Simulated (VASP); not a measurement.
# Re (P6_3/mmc) in VASP: notebook

Runs on Re. Level: PBE. Tasks: single point.

Everything below comes from runs of VASP 6.6.1. Logs are shortened: lines on timing, memory, paths and dates and some standing lists are left out, and cuts for length are marked.

**1. The cell of the first run**

Symmetry: P6_3/mmc, No. 194, hexagonal system. The conventional cell has a = 2.777 Å, b = 2.777 Å, c = 4.479 Å, α = 90.00°, β = 90.00°, γ = 120.00°. Within 3.6 Å of Re (site symmetry -6m2) lie 12 Re at 2.75 to 2.78 Å.

**2. Single point, PBE**

Contents of INCAR:

```
SYSTEM = Re
ALGO = Normal
EDIFF = 1E-6
ENCUT = 520
GGA = PE
ISIF = 2
ISMEAR = -1
LASPH = .TRUE.
LCHARG = .TRUE.
LELF = .TRUE.
LREAL = .FALSE.
LVHAR = .TRUE.
LWAVE = .FALSE.
NBANDS = 14
NELM = 80
PREC = Accurate
SIGMA = 0.1
```

Contents of KPOINTS:

```
k-points
0
G
  8 8 5
  0 0 0
```

Contents of POSCAR:

```
Re
1.0
    2.7768706464      0.0000000000      0.0000000000
   -1.3884353232      2.4048405228      0.0000000000
    0.0000000000      0.0000000000      4.4788142384
Re
2
Direct
    0.3333333333      0.6666666667      0.2500000000
    0.6666666667      0.3333333333      0.7500000000
```

Potentials or basis: VASP PAW PBE potentials, release 64 (Re).

On the command line:

```bash
$ cat potpaw_PBE.64/Re/POTCAR > POTCAR
$ mpirun -np 1 vasp_std > vasp.out
```

OUTCAR:

```text
SYSTEM = Re
   EDIFF = 1E-6
   ENCUT = 520
   GGA = PE
   ISIF = 2
   ISMEAR = -1
   LASPH = .TRUE.
   LREAL = .FALSE.
   NELM = 80
   PREC = Accurate

 ion  position               nearest neighbor table
   1  0.333  0.667  0.250-   2 2.75   2 2.75   2 2.75   2 2.75   2 2.75   2 2.75
   2  0.667  0.333  0.750-   1 2.75   1 2.75   1 2.75   1 2.75   1 2.75   1 2.75

  LATTYP: Found a hexagonal cell.
 ALAT       =     2.7768706464
 C/A-ratio  =     1.6128998462

  Lattice vectors:

 A1 = (   2.7768706464,   0.0000000000,   0.0000000000)
 A2 = (  -1.3884353232,   2.4048405228,   0.0000000000)
 A3 = (   0.0000000000,   0.0000000000,   4.4788142384)

Analysis of symmetry for initial positions (statically):
=====================================================================
 Subroutine PRICEL returns:
 Original cell was already a primitive cell.

 Routine SETGRP: Setting up the symmetry group for a
 hexagonal supercell.

 Subroutine GETGRP returns: Found 24 space group operations
 (whereof 12 operations were pure point group operations)
 out of a pool of 24 trial point group operations.

The static configuration has the point symmetry D_3d.
 The point group associated with its full space group is D_6h.

Analysis of symmetry for dynamics (positions and initial velocities):
=====================================================================
 Subroutine PRICEL returns:
 Original cell was already a primitive cell.

 Routine SETGRP: Setting up the symmetry group for a
 hexagonal supercell.

 Subroutine GETGRP returns: Found 24 space group operations
 (whereof 12 operations were pure point group operations)
 out of a pool of 24 trial point group operations.

The dynamic configuration has the point symmetry D_3d.
 The point group associated with its full space group is D_6h.

 Subroutine INISYM returns: Found 24 space group operations
 (whereof 12 operations are pure point group operations),
 and found     1 'primitive' translations

----------------------------------------------------------------------------------------

                                     Primitive cell

  volume of cell :      29.9092

  direct lattice vectors                    reciprocal lattice vectors
     2.776870646  0.000000000  0.000000000     0.360117603  0.207913995  0.000000000
    -1.388435323  2.404840523  0.000000000     0.000000000  0.415827990  0.000000000
     0.000000000  0.000000000  4.478814238     0.000000000  0.000000000  0.223273381

  length of vectors
     2.776870646  2.776870646  4.478814238     0.415827990  0.415827990  0.223273381

  position of ions in fractional coordinates (direct lattice)
     0.333333333  0.666666667  0.250000000
     0.666666667  0.333333333  0.750000000

  ion indices of the primitive-cell ions
   primitive index   ion index
                 1           1
                 2           2

----------------------------------------------------------------------------------------

 KPOINTS: k-points

Automatic generation of k-mesh.
 Grid dimensions read from file:
 generate k-points for:    8    8    5

 Generating k-lattice:

  Cartesian coordinates                     Fractional coordinates (reciprocal lattice)
     0.045014700  0.025989249  0.000000000     0.125000000  0.000000000  0.000000000
     0.000000000  0.051978499  0.000000000     0.000000000  0.125000000  0.000000000
     0.000000000  0.000000000  0.044654676     0.000000000  0.000000000  0.200000000

  Length of vectors
     0.051978499  0.051978499  0.044654676

  Shift w.r.t. Gamma in fractional coordinates (k-lattice)
     0.000000000  0.000000000  0.000000000

 Subroutine IBZKPT returns following result:
 ===========================================

 Found     30 irreducible k-points:

 Following reciprocal coordinates:
            Coordinates               Weight
  0.000000  0.000000  0.000000      1.000000
  0.125000  0.000000  0.000000      6.000000
  0.250000  0.000000  0.000000      6.000000
  0.375000  0.000000  0.000000      6.000000
  0.500000  0.000000  0.000000      3.000000
  0.125000  0.125000  0.000000      6.000000
[... 16 lines left out ...]
  0.250000  0.000000  0.400000     12.000000
  0.375000  0.000000  0.400000     12.000000
 [... further k-points ...]
   k-points           NKPTS =     30   k-points in BZ     NKDIM =     30   number of bands    NBANDS=     14
   number of dos      NEDOS =    301   number of ions     NIONS =      2
   total plane-waves  NPLWV =  20736
   dimension x,y,z NGX =    24 NGY =   24 NGZ =   36
   dimension x,y,z NGXF=    48 NGYF=   48 NGZF=   72
   ions per type =               2
   NGX,Y,Z   is equivalent  to a cutoff of  14.37, 14.37, 13.36 a.u.
   NGXF,Y,Z  is equivalent  to a cutoff of  28.74, 28.74, 26.73 a.u.
 SYSTEM =  Re
   PREC   = accura    normal or accurate (medium, high low for compatibility)
   ISTART =      0    job   : 0-new  1-cont  2-samecut
   ICHARG =      2    charge: 1-file 2-atom 10-const
   ISPIN  =      1    spin polarized calculation?
   LNONCOLLINEAR =      F non collinear calculations
   LSORBIT =      F    spin-orbit coupling
   LASPH  =      T    aspherical Exc in radial PAW
   ENCUT  =  520.0 eV  38.22 Ry    6.18 a.u.   5.16  5.16  8.33*2*pi/ulx,y,z
   NELM   =     80;   NELMIN=  2; NELMDL= -5     # of ELM steps
   EDIFF  = 0.1E-05   stopping-criterion for ELM
   LREAL  =      F    real-space projection
   EDIFFG = 0.1E-04   stopping-criterion for IOM
   NSW    =      0    number of steps for IOM
   IBRION =     -1    ionic relax: 0-MD 1-quasi-New 2-CG
   NFREE  =      0    steps in history (QN), initial steepest desc. (CG)
   ISIF   =      2    stress and relaxation
   ISYM   =      2    0-nonsym 1-usesym 2-fastsym
   POTIM  = 0.5000    time-step for ionic-motion
   TEBEG  =    0.0;   TEEND  =   0.0 temperature during run
   PSTRESS=    0.0 pullay stress
   NELECT =      14.0000    total number of electrons
   NUPDOWN=      -1.0000    fix difference up-down
   EMIN   =  10.00;   EMAX   =-10.00  energy-range for DOS
   EFERMI =   0.00;   METHOD = LEGACY
   ISMEAR =    -1;   SIGMA  =   0.10  broadening in eV -4-tet -1-fermi 0-gaus
   EFERMI_NEDOS =   21; number of points for ismear=-14 and -15
   IALGO  =     38    algorithm
   IMIX   =      4    mixing-type and parameters
     AMIX     =   0.40;   BMIX     =  1.00
     AMIX_MAG =   1.60;   BMIX_MAG =  1.00
  volume/ion in A,a.u.               =      14.95       100.92
  Fermi-wavevector in a.u.,A,eV,Ry     =   1.271108  2.402046 21.983151  1.615716
  Thomas-Fermi vector in A             =   2.404059
   LORBIT       =      0    0 simple, 1 ext, 2 COOP (PROOUT), +10 PAW based schemes
   GGA     = PE    functional components
   LHFCALC =     F    Hartree Fock is set to
   AEXX    =    0.0000 exact exchange contribution
   IVDW    =     0    specifies the selected vdW correction
   LEPSILON=     F    determine dielectric tensor
   LRPA    =     F    only Hartree local field effects (RPA)
 non-spin polarized calculation
  energy-cutoff  :      520.00
  volume of cell :       29.91
 maximum number of plane-waves:       817
 NGX is ok and might be reduce to    24
   NGX = 11   NGY = 11   NGZ = 17

 number of electron      14.0000000 magnetization

 Free energy of the ion-electron system (eV)
  ---------------------------------------------------
  ext. energy  EPLUGINS =         0.00000000
  ---------------------------------------------------
  free energy    TOTEN  =       -24.88098084 eV

  energy without entropy =      -24.83068406  energy(sigma->0) =      -24.85583245

 E-fermi :   7.6639     XC(G=0): -13.6415

 val. band max:        7.6055519705   @ k =   0.1250   0.1250   0.0000
 cond. band min:       7.6757308797   @ k =   0.1250   0.0000   0.0000
 fundamental gap:      0.0701789092
 Fermi energy:         7.6638680919

 k-point     1 :       0.0000    0.0000    0.0000
  band No.  band energies     occupation
      1      -2.0679      2.00000
      2       1.1809      2.00000
      3       6.1393      2.00000
      4       6.1393      2.00000
      5       6.1653      2.00000
      6       6.9568      1.99830
      7       6.9568      1.99830
      8       7.8658      0.23441
      9       7.8658      0.23441
     10       8.2893      0.00384
     11      10.9770      0.00000
     12      10.9770      0.00000
     13      17.5044      0.00000
     14      21.8001      0.00000

 k-point     2 :       0.1250    0.0000    0.0000
  band No.  band energies     occupation
      1      -1.4557      2.00000
      2       1.7361      2.00000
      3       5.2593      2.00000
      4       6.4704      1.99999
      5       6.5068      1.99998
      6       6.7060      1.99986
      7       6.9681      1.99810
      8       7.4358      1.81457
      9       7.4902      1.70052
     10       7.6757      0.94076
     11      11.2546      0.00000
     12      13.0511      0.00000
     13      17.4290      0.00000
     14      23.0741      0.00000

 k-point     3 :       0.2500    0.0000    0.0000
  band No.  band energies     occupation
      1       0.0854      2.00000
      2       2.5679      2.00000
      3       4.4110      2.00000
      4       4.7300      2.00000
      5       5.9447      2.00000
      6       6.6414      1.99993
      7       7.0621      1.99514
      8       8.2873      0.00391
      9       8.2936      0.00368
     10       8.9585      0.00000
     11      11.6677      0.00000
     12      16.1114      0.00000
     13      16.9811      0.00000
     14      22.5578      0.00000

 k-point     4 :       0.3750    0.0000    0.0000
  band No.  band energies     occupation
      1       1.4965      2.00000
      2       2.1966      2.00000
      3       3.0392      2.00000
      4       5.2863      2.00000
      5       6.0204      2.00000
      6       6.5457      1.99997
      7       6.6538      1.99992
      8      10.4111      0.00000
      9      10.6222      0.00000
     10      10.8792      0.00000
     11      11.8946      0.00000
     12      16.7382      0.00000
     13      18.3060      0.00000
     14      18.7996      0.00000

 k-point     5 :       0.5000    0.0000    0.0000
  band No.  band energies     occupation
      1       1.8383      2.00000
      2       1.9445      2.00000
      3       2.5627      2.00000
      4       5.7938      2.00000
      5       5.9544      2.00000
      6       6.3521      2.00000
      7       7.1037      1.99264
      8      11.5338      0.00000
      9      11.9558      0.00000
     10      12.0558      0.00000
     11      13.5962      0.00000
[... 276 lines left out ...]
 k-point    22 :       0.1250    0.0000    0.4000
  band No.  band energies     occupation
      1       0.1286      2.00000
      2       1.3730      2.00000
      3       4.7159      2.00000
      4       5.0904      2.00000
      5       5.6751      2.00000
      6       6.3392      2.00000
      7       6.3438      2.00000
      8       6.6601      1.99991
      9       9.4666      0.00000
     10       9.6750      0.00000
     11      10.5889      0.00000
     12      11.0211      0.00000
     13      22.0519      0.00000
     14      22.2716      0.00000

 k-point    23 :       0.2500    0.0000    0.4000
  band No.  band energies     occupation
      1       1.1932      2.00000
      2       2.2931      2.00000
      3       3.8776      2.00000
      4       4.6099      2.00000
      5       5.5527      2.00000
      6       6.2831      2.00000
      7       7.1702      1.98575
      8       7.8255      0.33142
      9       9.5906      0.00000
     10      10.0228      0.00000
     11      10.6177      0.00000
     12      11.8402      0.00000
     13      21.0442      0.00000
     14      23.5234      0.00000

 k-point    24 :       0.3750    0.0000    0.4000
  band No.  band energies     occupation
      1       1.4283      2.00000
      2       2.0495      2.00000
      3       3.6100      2.00000
      4       4.1705      2.00000
      5       6.9673      1.99811
      6       7.3473      1.91902
      7       7.7362      0.65336
      8       8.7862      0.00003
      9      10.8417      0.00000
     10      10.9046      0.00000
     11      11.2534      0.00000
     12      12.4949      0.00000
     13      19.0910      0.00000
     14      20.7593      0.00000

 [... further k-points ...]
[... 5 lines left out ...]
  --------------------------------------------------------------------------------------
  -------------------------------------------------------------------------------------
  Total       -0.0900052     -0.0900052     -0.0957520     -0.0000000      0.0000000      0.0000000
  in kB       -4.8214013     -4.8214013     -5.1292440     -0.0000000      0.0000000      0.0000000
  external PRESSURE =      -4.9240155 kB  Pullay stress =       0.0000000 kB

 VOLUME and BASIS-vectors are now :
 -----------------------------------------------------------------------------
  energy-cutoff  :      520.00
  volume of cell :       29.91
      direct lattice vectors                 reciprocal lattice vectors
     2.776870646  0.000000000  0.000000000     0.360117603  0.207913995  0.000000000
    -1.388435323  2.404840523  0.000000000     0.000000000  0.415827990  0.000000000
     0.000000000  0.000000000  4.478814238     0.000000000  0.000000000  0.223273381

 POSITION                                       TOTAL-FORCE (eV/Angst)
 -----------------------------------------------------------------------------------
     -0.00000      1.60323      1.11970        -0.000000      0.000000      0.000000
      1.38844      0.80161      3.35911         0.000000     -0.000000      0.000000
 -----------------------------------------------------------------------------------
    total drift:                               -0.000000      0.000000     -0.000000

  FREE ENERGIE OF THE ION-ELECTRON SYSTEM (eV)
  ---------------------------------------------------
  free  energy   TOTEN  =       -24.8809808418 eV

  energy  without entropy=      -24.8306840622  energy(sigma->0) =      -24.85583245
```

Wall time 15 s (1 thread of Intel Xeon Platinum 8375C at 2.90GHz (Ice Lake), shared host); peak memory 0.15 GiB.

Results:

| Quantity | Value |
| --- | --- |
| Free energy | -24.8810 eV |
| Pressure | -0.5 GPa |
| Band gap on the k mesh | zero (band 7 reaches 8.97 eV, above the bottom of band 8 at 6.20 eV) |

Caveat: spin-orbit coupling is left out, which moves the levels of the heavy elements.

**3. Single point, PBE**

Contents of INCAR:

```
SYSTEM = Re
PREC = Accurate
ENCUT = 520
EDIFF = 1E-7
ISMEAR = -1
SIGMA = 0.1
LREAL = .False.
LASPH = .True.
NELM = 80
ALGO = Normal
ISIF = 2
LWAVE = .False.
LCHARG = .False.
GGA = PE
NBANDS = 14
```

Contents of KPOINTS:

```
regular mesh
0
Gamma
  10 10 6
  0 0 0
```

POSCAR is that of step 2.

Potentials or basis: VASP PAW PBE potentials, release 64 (Re).

On the command line:

```bash
$ cat potpaw_PBE.64/Re/POTCAR > POTCAR
$ mpirun -np 1 vasp_std > vasp.out
```

Wall time 26 s (1 thread of Intel Xeon Platinum 8375C at 2.90GHz (Ice Lake), shared host); peak memory 0.16 GiB.

The run converged. Its results:

* Free energy: -24.8752 eV
* Pressure: -0.6 GPa
* Band gap on the k mesh: zero (band 7 reaches 9.25 eV, above the bottom of band 8 at 6.02 eV)

Stress tensor (GPa, compression positive):
```
-0.76  0.00  0.00
 0.00 -0.76  0.00
 0.00  0.00 -0.21
```

Levels at points of the mesh, in eV from the Fermi level:
| k point | band 5 | band 6 | band 7 | band 8 | band 9 | band 10 |
| --- | --- | --- | --- | --- | --- | --- |
| (0.00, 0.00, 0.00) | -1.54 | -0.73 | -0.73 | 0.16 | 0.16 | 0.58 |
| (0.50, 0.00, 0.00) | -1.75 | -1.35 | -0.59 | 3.85 | 4.26 | 4.37 |
| (0.00, 0.00, 0.50) | -1.68 | -1.68 | -1.68 | -1.68 | 2.48 | 2.48 |
| (0.50, 0.00, 0.50) | 0.37 | 0.37 | 0.88 | 0.88 | 4.15 | 4.15 |

Caveat: spin-orbit coupling is left out, which moves the levels of the heavy elements.

**4. Single point, PBE**

Contents of INCAR:

```
PREC = Accurate ; ENCUT = 520
EDIFF = 1E-6 ; ISMEAR = -1
SIGMA = 0.1 ; LREAL = False
LASPH = True ; NELM = 100
ALGO = Normal ; ISIF = 2
LWAVE = False ; LCHARG = False
GGA = PE ; NBANDS = 14
```

Contents of KPOINTS:

```
regular mesh
0
Gamma
  13 13 7
```

POSCAR is that of step 3.

On the command line:

```bash
$ cat potpaw_PBE.64/Re/POTCAR > POTCAR
$ mpirun -np 1 vasp_std > vasp.out
```

It took 30 s on 1 thread of Intel Xeon Platinum 8375C at 2.90GHz (Ice Lake), shared host; peak memory 0.17 GiB.

Results (log left out):

| Item | Value |
| --- | --- |
| Free energy | -24.8775 eV |
| Pressure | -0.5 GPa |
| Band gap on the k mesh | zero (band 7 reaches 8.84 eV, above the bottom of band 8 at 6.14 eV) |

Stress tensor (GPa, compression positive):
```
-0.49  0.00  0.00
 0.00 -0.49  0.00
 0.00  0.00 -0.65
```

Levels at points of the mesh, in eV from the Fermi level:
| k point | band 4 | band 5 | band 6 | band 7 | band 8 | band 9 | band 10 | band 11 |
| --- | --- | --- | --- | --- | --- | --- | --- | --- |
| (0.00, 0.00, 0.00) | -1.54 | -1.52 | -0.72 | -0.72 | 0.18 | 0.18 | 0.60 | 3.29 |

Caveat: spin-orbit coupling is left out, which moves the levels of the heavy elements.

**5. Single point, PBE**

Contents of INCAR:

```
SYSTEM = Re
PREC = Accurate
ENCUT = 520
EDIFF = 1E-6
ISMEAR = -1
SIGMA = 0.1
LREAL = .FALSE.
LASPH = .TRUE.
NELM = 100
ALGO = Normal
ISIF = 2
LWAVE = .FALSE.
LCHARG = .FALSE.
GGA = PE
NBANDS = 14
```

Contents of KPOINTS:

```
regular mesh
0
G
  13 13 7
  0 0 0
```

POSCAR is that of step 4.

On the command line:

```bash
$ cat potpaw_PBE.64/Re/POTCAR > POTCAR
$ mpirun -np 1 vasp_std > vasp.out
```

Wall time 26 s (1 thread of Intel Xeon Platinum 8375C at 2.90GHz (Ice Lake), shared host); peak memory 0.17 GiB.

It converged, with:

```
Free energy            : -24.8775 eV
Pressure               : -0.5 GPa
Band gap on the k mesh : zero (band 7 reaches 8.84 eV, above the bottom of band 8 at 6.14 eV)
```

Stress tensor (GPa, compression positive):
```
-0.49  0.00  0.00
 0.00 -0.49  0.00
 0.00  0.00 -0.65
```

Levels at points of the mesh, in eV from the Fermi level:
```csv
k point,band 5,band 6,band 7,band 8,band 9,band 10
"(0.00, 0.00, 0.00)",-1.52,-0.72,-0.72,0.18,0.18,0.60
```

Caveat: spin-orbit coupling is left out, which moves the levels of the heavy elements.

**6. Single point, PBE**

Contents of INCAR:

```
PREC = Accurate
ENCUT = 520
EDIFF = 1E-6
ISMEAR = -1
SIGMA = 0.01
LREAL = False
LASPH = True
NELM = 80
ALGO = Normal
ISIF = 2
LWAVE = False
LCHARG = False
GGA = PE
NBANDS = 14
```

Contents of KPOINTS:

```
Automatic mesh
0
Gamma
  13 13 7
```

POSCAR is that of step 5.

Potentials or basis: VASP PAW PBE potentials, release 64 (Re).

On the command line:

```bash
$ cat potpaw_PBE.64/Re/POTCAR > POTCAR
$ mpirun -np 1 vasp_std > vasp.out
```

Wall time 30 s (1 thread of Intel Xeon Platinum 8375C at 2.90GHz (Ice Lake), shared host); peak memory 0.17 GiB.

Results (log left out):

```
Free energy            : -24.8507 eV
Pressure               : -0.8 GPa
Band gap on the k mesh : zero (band 7 reaches 8.84 eV, above the bottom of band 8 at 6.14 eV)
```

Stress tensor (GPa, compression positive):
```
-0.74  0.00  0.00
 0.00 -0.74  0.00
 0.00  0.00 -0.82
```

Levels at points of the mesh, in eV from the Fermi level:
```
           k point  band 5  band 6  band 7  band 8  band 9  band 10
(0.00, 0.00, 0.00)   -1.48   -0.68   -0.68    0.22    0.22     0.64
```

Caveat: spin-orbit coupling is left out, which moves the levels of the heavy elements.

**7. Overview**

```tsv
k mesh	smearing	gap on the mesh (eV)	pressure (GPa)
8 × 8 × 5	fermi-dirac 0.1 eV	none	-0.5
10 × 10 × 6	fermi-dirac 0.1 eV	none	-0.6
13 × 13 × 7	fermi-dirac 0.1 eV	none	-0.5
13 × 13 × 7	fermi-dirac 0.01 eV	none	-0.8
```

Alike in all rows: task single point; level PBE; potentials or basis VASP PAW PBE potentials, release 64 (Re); no spin polarisation; cell as given; cutoff (eV) 520.

Every run on the cell as given and a fine mesh finds a metal.

Caveats: spin-orbit coupling is left out, which moves the levels of the heavy elements.

Total energies depend on the potentials used, so only differences within one code and one set of settings carry meaning.
